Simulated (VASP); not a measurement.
# CdS (Hawleyite) (F-43m) in VASP: further runs, part 2 of 2

VASP 6.6.1.

### 3 Single point, PBE

Input file INCAR:

```
  PREC = Accurate
  ENCUT = 520
  EDIFF = 1E-7
  ISMEAR = 0
  SIGMA = 0.028000000000000004
  LREAL = False
  LASPH = True
  NELM = 60
  ALGO = Normal
  ISIF = 2
  LWAVE = False
  LCHARG = True
  GGA = PE
  LELF = True
  LVHAR = True
  NBANDS = 16
```

Input file KPOINTS:

```
regular mesh
0
Gamma
  8 8 8
```

Input file POSCAR:

```
CdS
1.0
    0.0000000000      2.9165000000      2.9165000000
    2.9165000000      0.0000000000      2.9165000000
    2.9165000000      2.9165000000      0.0000000000
Cd S
1 1
Direct
    0.0000000000      0.0000000000      0.0000000000
    0.7500000000      0.7500000000      0.7500000000
```

Potentials or basis: VASP PAW PBE potentials, release 64 (Cd, S).

Started as:

```bash
$ cat potpaw_PBE.64/Cd/POTCAR potpaw_PBE.64/S/POTCAR > POTCAR
$ mpirun -np 1 vasp_std > vasp.out
```

OUTCAR:

```text
PREC = Accurate
   ENCUT = 520
   EDIFF = 1E-7
   ISMEAR = 0
   LREAL = False
   LASPH = True
   NELM = 60
   ISIF = 2
   GGA = PE

 ion  position               nearest neighbor table
   1  0.000  0.000  0.000-   2 2.53   2 2.53   2 2.53   2 2.53
   2  0.750  0.750  0.750-   1 2.53   1 2.53   1 2.53   1 2.53

  LATTYP: Found a face centered cubic cell.
 ALAT       =     5.8330000000

  Lattice vectors:

 A1 = (   0.0000000000,   2.9165000000,   2.9165000000)
 A2 = (   2.9165000000,   0.0000000000,   2.9165000000)
 A3 = (   2.9165000000,   2.9165000000,   0.0000000000)

Analysis of symmetry for initial positions (statically):
=====================================================================
 Subroutine PRICEL returns:
 Original cell was already a primitive cell.

 Routine SETGRP: Setting up the symmetry group for a
 face centered cubic supercell.

 Subroutine GETGRP returns: Found 24 space group operations
 (whereof 24 operations were pure point group operations)
 out of a pool of 48 trial point group operations.

The static configuration has the point symmetry T_d .

Analysis of symmetry for dynamics (positions and initial velocities):
=====================================================================
 Subroutine PRICEL returns:
 Original cell was already a primitive cell.

 Routine SETGRP: Setting up the symmetry group for a
 face centered cubic supercell.

 Subroutine GETGRP returns: Found 24 space group operations
 (whereof 24 operations were pure point group operations)
 out of a pool of 48 trial point group operations.

The dynamic configuration has the point symmetry T_d .

 Subroutine INISYM returns: Found 24 space group operations
 (whereof 24 operations are pure point group operations),
 and found     1 'primitive' translations

----------------------------------------------------------------------------------------

                                     Primitive cell

  volume of cell :      49.6153

  direct lattice vectors                    reciprocal lattice vectors
     0.000000000  2.916500000  2.916500000    -0.171438368  0.171438368  0.171438368
     2.916500000  0.000000000  2.916500000     0.171438368 -0.171438368  0.171438368
     2.916500000  2.916500000  0.000000000     0.171438368  0.171438368 -0.171438368

  length of vectors
     4.124553855  4.124553855  4.124553855     0.296939964  0.296939964  0.296939964

  position of ions in fractional coordinates (direct lattice)
     0.000000000  0.000000000  0.000000000
     0.750000000  0.750000000  0.750000000

  ion indices of the primitive-cell ions
   primitive index   ion index
                 1           1
                 2           2

----------------------------------------------------------------------------------------

 KPOINTS: regular mesh

Automatic generation of k-mesh.
 Grid dimensions read from file:
 generate k-points for:    8    8    8

 Generating k-lattice:

  Cartesian coordinates                     Fractional coordinates (reciprocal lattice)
    -0.021429796  0.021429796  0.021429796     0.125000000  0.000000000  0.000000000
     0.021429796 -0.021429796  0.021429796     0.000000000  0.125000000  0.000000000
     0.021429796  0.021429796 -0.021429796     0.000000000  0.000000000  0.125000000

  Length of vectors
     0.037117495  0.037117495  0.037117495

  Shift w.r.t. Gamma in fractional coordinates (k-lattice)
     0.000000000  0.000000000  0.000000000

 Subroutine IBZKPT returns following result:
 ===========================================

 Found     29 irreducible k-points:

 Following reciprocal coordinates:
            Coordinates               Weight
  0.000000  0.000000  0.000000      1.000000
  0.125000  0.000000  0.000000      8.000000
  0.250000  0.000000  0.000000      8.000000
  0.375000  0.000000  0.000000      8.000000
  0.500000  0.000000  0.000000      4.000000
  0.125000  0.125000  0.000000      6.000000
[... 16 lines left out ...]
  0.500000  0.250000  0.125000     48.000000
 -0.375000  0.250000  0.125000     24.000000
 [... further k-points ...]
   k-points           NKPTS =     29   k-points in BZ     NKDIM =     29   number of bands    NBANDS=     16
   number of dos      NEDOS =    301   number of ions     NIONS =      2
   total plane-waves  NPLWV =  32768
   dimension x,y,z NGX =    32 NGY =   32 NGZ =   32
   dimension x,y,z NGXF=    64 NGYF=   64 NGZF=   64
   ions per type =               1   1
   NGX,Y,Z   is equivalent  to a cutoff of  12.90, 12.90, 12.90 a.u.
   NGXF,Y,Z  is equivalent  to a cutoff of  25.80, 25.80, 25.80 a.u.
 SYSTEM =  unknown system
   PREC   = accura    normal or accurate (medium, high low for compatibility)
   ISTART =      0    job   : 0-new  1-cont  2-samecut
   ICHARG =      2    charge: 1-file 2-atom 10-const
   ISPIN  =      1    spin polarized calculation?
   LNONCOLLINEAR =      F non collinear calculations
   LSORBIT =      F    spin-orbit coupling
   LASPH  =      T    aspherical Exc in radial PAW
   ENCUT  =  520.0 eV  38.22 Ry    6.18 a.u.   7.67  7.67  7.67*2*pi/ulx,y,z
   NELM   =     60;   NELMIN=  2; NELMDL= -5     # of ELM steps
   EDIFF  = 0.1E-06   stopping-criterion for ELM
   LREAL  =      F    real-space projection
   EDIFFG = 0.1E-05   stopping-criterion for IOM
   NSW    =      0    number of steps for IOM
   IBRION =     -1    ionic relax: 0-MD 1-quasi-New 2-CG
   NFREE  =      0    steps in history (QN), initial steepest desc. (CG)
   ISIF   =      2    stress and relaxation
   ISYM   =      2    0-nonsym 1-usesym 2-fastsym
   POTIM  = 0.5000    time-step for ionic-motion
   TEBEG  =    0.0;   TEEND  =   0.0 temperature during run
   PSTRESS=    0.0 pullay stress
   NELECT =      18.0000    total number of electrons
   NUPDOWN=      -1.0000    fix difference up-down
   EMIN   =  10.00;   EMAX   =-10.00  energy-range for DOS
   EFERMI =   0.00;   METHOD = LEGACY
   ISMEAR =     0;   SIGMA  =   0.03  broadening in eV -4-tet -1-fermi 0-gaus
   EFERMI_NEDOS =   21; number of points for ismear=-14 and -15
   IALGO  =     38    algorithm
   IMIX   =      4    mixing-type and parameters
     AMIX     =   0.40;   BMIX     =  1.00
     AMIX_MAG =   1.60;   BMIX_MAG =  1.00
  volume/ion in A,a.u.               =      24.81       167.41
  Fermi-wavevector in a.u.,A,eV,Ry     =   1.167599  2.206442 18.548649  1.363287
  Thomas-Fermi vector in A             =   2.304097
   LORBIT       =      0    0 simple, 1 ext, 2 COOP (PROOUT), +10 PAW based schemes
   GGA     = PE    functional components
   LHFCALC =     F    Hartree Fock is set to
   AEXX    =    0.0000 exact exchange contribution
   IVDW    =     0    specifies the selected vdW correction
   LEPSILON=     F    determine dielectric tensor
   LRPA    =     F    only Hartree local field effects (RPA)
 non-spin polarized calculation
 Gauss-broadening in eV      SIGMA  =   0.03
  energy-cutoff  :      520.00
  volume of cell :       49.62
 maximum number of plane-waves:      1363
   NGX = 15   NGY = 15   NGZ = 15

 number of electron      18.0000004 magnetization

 Free energy of the ion-electron system (eV)
  ---------------------------------------------------
  ext. energy  EPLUGINS =         0.00000000
  ---------------------------------------------------
  free energy    TOTEN  =        -6.12127789 eV

  energy without entropy =       -6.12127789  energy(sigma->0) =       -6.12127789

 E-fermi :   1.5053     XC(G=0):  -9.1497

 val. band max:        1.3143377331   @ k =   0.0000   0.0000   0.0000
 cond. band min:       2.4641080293   @ k =   0.0000   0.0000   0.0000
 fundamental gap:      1.1497702961
 Fermi energy:         1.5052713209

 k-point     1 :       0.0000    0.0000    0.0000
  band No.  band energies     occupation
      1     -11.0554      2.00000
      2      -6.4137      2.00000
      3      -6.4137      2.00000
      4      -6.4137      2.00000
      5      -5.9338      2.00000
      6      -5.9338      2.00000
[... 8 lines left out ...]
     15      12.7950      0.00000
     16      12.7950      0.00000

 k-point     2 :       0.1250    0.0000    0.0000
  band No.  band energies     occupation
      1     -10.9933      2.00000
      2      -6.3912      2.00000
      3      -6.3912      2.00000
      4      -6.3600      2.00000
      5      -5.9349      2.00000
      6      -5.9349      2.00000
[... 8 lines left out ...]
     15      12.1973      0.00000
     16      13.3259      0.00000
[... 387 lines left out ...]
      5      -5.9002      2.00000
      6      -5.6424      2.00000
[... 8 lines left out ...]
     15      14.1446      0.00000
     16      14.4106      0.00000

 k-point    24 :      -0.3750    0.2500    0.1250
  band No.  band energies     occupation
      1     -10.5653      2.00000
      2      -6.2497      2.00000
      3      -6.2116      2.00000
      4      -5.9596      2.00000
      5      -5.9070      2.00000
      6      -5.4397      2.00000
[... 8 lines left out ...]
     15      13.6170      0.00000
     16      14.4857      0.00000

 [... further k-points ...]
[... 5 lines left out ...]
  --------------------------------------------------------------------------------------
  -------------------------------------------------------------------------------------
  Total        0.9935897      0.9935897      0.9935897     -0.0000000      0.0000000      0.0000000
  in kB       32.0849771     32.0849771     32.0849771     -0.0000000      0.0000000      0.0000000
  external PRESSURE =      32.0849771 kB  Pullay stress =       0.0000000 kB

 VOLUME and BASIS-vectors are now :
 -----------------------------------------------------------------------------
  energy-cutoff  :      520.00
  volume of cell :       49.62
      direct lattice vectors                 reciprocal lattice vectors
     0.000000000  2.916500000  2.916500000    -0.171438368  0.171438368  0.171438368
     2.916500000  0.000000000  2.916500000     0.171438368 -0.171438368  0.171438368
     2.916500000  2.916500000  0.000000000     0.171438368  0.171438368 -0.171438368

 POSITION                                       TOTAL-FORCE (eV/Angst)
 -----------------------------------------------------------------------------------
      0.00000      0.00000      0.00000        -0.000000     -0.000000     -0.000000
      4.37475      4.37475      4.37475         0.000000      0.000000      0.000000
 -----------------------------------------------------------------------------------
    total drift:                                0.000000      0.000000      0.000000

  FREE ENERGIE OF THE ION-ELECTRON SYSTEM (eV)
  ---------------------------------------------------
  free  energy   TOTEN  =        -6.1212778902 eV

  energy  without entropy=       -6.1212778902  energy(sigma->0) =       -6.12127789
```

OSZICAR:

```text
N       E                     dE             d eps       ncg     rms          rms(c)
DAV:   1     0.108360028827E+03    0.10836E+03   -0.91209E+03   952   0.103E+03
DAV:   2    -0.245418683915E+01   -0.11081E+03   -0.10478E+03  1152   0.252E+02
DAV:   3    -0.663963095063E+01   -0.41854E+01   -0.41784E+01  1088   0.511E+01
DAV:   4    -0.666513072636E+01   -0.25500E-01   -0.25497E-01  1224   0.394E+00
DAV:   5    -0.666547005162E+01   -0.33933E-03   -0.33932E-03  1104   0.426E-01    0.812E+00
DAV:   6    -0.614023971354E+01    0.52523E+00   -0.83505E-01  1384   0.116E+01    0.652E+00
DAV:   7    -0.612086997557E+01    0.19370E-01   -0.19821E-01  1152   0.304E+00    0.316E+00
DAV:   8    -0.612116513961E+01   -0.29516E-03   -0.18301E-02  1104   0.172E+00    0.310E-01
DAV:   9    -0.612108427729E+01    0.80862E-04   -0.21505E-03  1088   0.690E-01    0.579E-02
DAV:  10    -0.612120281038E+01   -0.11853E-03   -0.24600E-04  1144   0.163E-01    0.661E-02
DAV:  11    -0.612128479803E+01   -0.81988E-04   -0.12697E-04  1040   0.913E-02    0.211E-02
DAV:  12    -0.612127692537E+01    0.78727E-05   -0.25647E-05  1272   0.664E-02    0.102E-02
DAV:  13    -0.612127823534E+01   -0.13100E-05   -0.45860E-06  1072   0.129E-02    0.133E-02
DAV:  14    -0.612127790295E+01    0.33240E-06   -0.37962E-07  1184   0.346E-03    0.507E-03
DAV:  15    -0.612127789022E+01    0.12732E-07   -0.26185E-08   776   0.107E-03
   1 F= -.61212779E+01 E0= -.61212779E+01  d E =-.591460E-24
```

Wall time 69 s (1 thread of AMD EPYC 7R13, shared host); peak memory 0.15 GiB.

Results:

```yaml
Free_energy: -6.1213 eV
Pressure: 3.2 GPa
Band_gap_on_the_k_mesh: 1.15 eV, direct
```

### 4 Single point, PBE

This run uses another cell than the first one, of 26.03 Å³/atom, 1.049 times its volume.

Input file INCAR:

```
SYSTEM = CdS
PREC = Accurate
ENCUT = 520
EDIFF = 1E-6
ISMEAR = -1
SIGMA = 0.05
LREAL = .FALSE.
LASPH = .TRUE.
NELM = 80
ALGO = Normal
ISIF = 2
LWAVE = .FALSE.
LCHARG = .FALSE.
GGA = PE
NBANDS = 16
```

Input file KPOINTS:

```
Automatic mesh
0
G
  8 8 8
  0 0 0
```

Input file POSCAR:

```
CdS
1.0
    0.0000000000      2.9636569574      2.9636569574
    2.9636569574      0.0000000000      2.9636569574
    2.9636569574      2.9636569574      0.0000000000
Cd S
1 1
Direct
    0.0000000000      0.0000000000      0.0000000000
    0.7500000000      0.7500000000      0.7500000000
```

Started as:

```bash
$ cat potpaw_PBE.64/Cd/POTCAR potpaw_PBE.64/S/POTCAR > POTCAR
$ mpirun -np 1 vasp_std > vasp.out
```

Run time: 59 s. Hardware: 1 thread of AMD EPYC 7R13, shared host; peak memory 0.15 GiB.

Results (log left out):

- Free energy: -6.1472 eV
- Pressure: 0.3 GPa
- Band gap on the k mesh: 1.04 eV, direct

Levels at points of the mesh, in eV from the valence-band top:
| k point | band 5 | band 6 | band 7 | band 8 | band 9 | band 10 | band 11 | band 12 | band 13 | band 14 |
| --- | --- | --- | --- | --- | --- | --- | --- | --- | --- | --- |
| (0.00, 0.00, 0.00) | -7.15 | -7.15 | 0.00 | 0.00 | 0.00 | 1.04 | 6.55 | 6.55 | 6.55 | 11.17 |
| (0.50, 0.00, 0.00) | -7.12 | -6.81 | -4.12 | -0.68 | -0.68 | 2.94 | 7.01 | 7.01 | 7.33 | 10.94 |
| (0.50, 0.50, 0.00) | -7.08 | -6.75 | -3.75 | -1.72 | -1.72 | 3.63 | 4.28 | 9.03 | 10.49 | 10.49 |

### 5 Summary

| cell | smearing | gap on the mesh (eV) | pressure (GPa) |
| --- | --- | --- | --- |
| a = 4.125 Å, angles 60.0°, 2 atoms | gaussian 0.025 eV | 1.15 | 3.2 |
| a = 4.125 Å, angles 60.0°, 2 atoms | gaussian 0.028 eV | 1.15 | 3.2 |
| a = 4.191 Å, angles 60.0°, 2 atoms | fermi-dirac 0.05 eV | 1.04 | 0.3 |

Alike in all rows: task single point; level PBE; potentials or basis VASP PAW PBE potentials, release 64 (Cd, S); no spin polarisation; k mesh 8 × 8 × 8; cutoff (eV) 520.

Absolute energies hang on the potentials; compare differences alone.
